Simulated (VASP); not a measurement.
Wanted: the native input for a VASP 6.6.1 run.

* Task: relaxation of cell and atoms
* Functional: PBE
* Dispersion: D3(BJ)
* Potentials or basis: VASP PAW PBE potentials, release 64 (Cd_sv_GW, S)
* Cutoff: 630 eV
* k mesh: 12 × 12 × 12
* Occupations: gaussian, width 0.01 eV
* Spin: no spin polarisation
* Dipole correction: no
* Further INCAR settings: ALGO = Normal; EDIFF = 1e-07; IBRION = 2; EDIFFG = -0.002; NSW = 100; ISIF = 3

The structure of CdS lies in POSCAR:

```
CdS
1.0
    0.0000000000      2.7532440000      2.7532440000
    2.7532440000      0.0000000000      2.7532440000
    2.7532440000      2.7532440000      0.0000000000
Cd S
1 1
Direct
    0.0000000000      0.0000000000      0.0000000000
    0.5000000000      0.5000000000      0.5000000000
```

One way to write it, as run:

INCAR

```
SYSTEM = CdS
PREC = Accurate ; ENCUT = 630
EDIFF = 1E-7 ; ISMEAR = 0
SIGMA = 0.01 ; LREAL = .FALSE.
LASPH = .TRUE. ; NELM = 120
ALGO = Normal ; ISIF = 3
LWAVE = .FALSE. ; LCHARG = .FALSE.
GGA = PE ; IVDW = 12
IBRION = 2 ; NSW = 100
EDIFFG = -0.002 ; GGA_COMPAT = .FALSE.
NELMIN = 4
```

KPOINTS

```
Automatic mesh
0
G
  12 12 12
  0 0 0
```

Potentials or basis: VASP PAW PBE potentials, release 64 (Cd_sv_GW, S).

Launch:

```sh
$ cat potpaw_PBE.64/Cd_sv_GW/POTCAR potpaw_PBE.64/S/POTCAR > POTCAR
$ mpirun -np 1 vasp_std > vasp.out
```

It gave:

The relaxed volume is 19.90 Å³/atom and the relaxed cell is a = 3.832 Å, b = 3.832 Å, c = 3.832 Å, α = 60.00°, β = 60.00°, γ = 60.00°. The space group after relaxing (to 0.1 Å) is Fm-3m (No. 225) and the energy gained by relaxing is 11.2 meV/atom. The ionic steps are 3. The pressure after relaxing is 0.0 GPa, the band gap on the k mesh is 0.26 eV (least direct gap 1.87 eV) and the dispersion energy per atom is -0.392 eV.

Caveat: semilocal functionals underestimate gaps, and a narrow one can read as zero.

It took 2.2 min on 1 thread of Intel(R) Xeon(R) Platinum 8259CL CPU @ 2.50GHz (Skylake/Cascade Lake), on a shared host, peak memory 0.26 GiB.
